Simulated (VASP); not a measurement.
Here is a VASP 6.6.1 calculation.

Contents of INCAR:

```
PREC = Accurate
ENCUT = 520
EDIFF = 1E-6
ISMEAR = 0
SIGMA = 0.05
LREAL = F
LASPH = T
NELM = 60
ALGO = Normal
ISIF = 2
LWAVE = F
LCHARG = F
GGA = PE
NBANDS = 26
```

Contents of KPOINTS:

```
Automatic mesh
0
Gamma
  6 6 6
```

The input POSCAR:

```
BN
1.0
    3.6260020000      0.0000000000      0.0000000000
    0.0000000000     -3.6260020000      0.0000000000
    0.0000000000      0.0000000000     -3.6260020000
B N
4 4
Direct
    0.0000000000      0.5000000000      0.5000000000
    0.5000000000      0.0000000000      0.5000000000
    0.5000000000      0.5000000000      0.0000000000
    0.0000000000      0.0000000000      0.0000000000
    0.7500000000      0.7500000000      0.7155267703
    0.2500000000      0.2500000000      0.7500000000
    0.2500000000      0.7500000000      0.2500000000
    0.7500000000      0.2500000000      0.2500000000
```

Potentials or basis: VASP PAW PBE potentials, release 64 (B, N).

Launch:

```bash
$ cat potpaw_PBE.64/B/POTCAR potpaw_PBE.64/N/POTCAR > POTCAR
$ mpirun -np 1 vasp_std > vasp.out
```

(1) What does it give for the largest force?

(2) Predict the band gap on the k mesh.

Answers

(1) 4.324 eV/Å.

(2) 4.12 eV.

Caveat: the cell differs from its parent crystal (atom 5 (N) moved +0.125 Å along Cartesian [0 0 1]); forces of over 1 eV/Å act on the atoms, so gaps and moduli don't describe the material at rest.
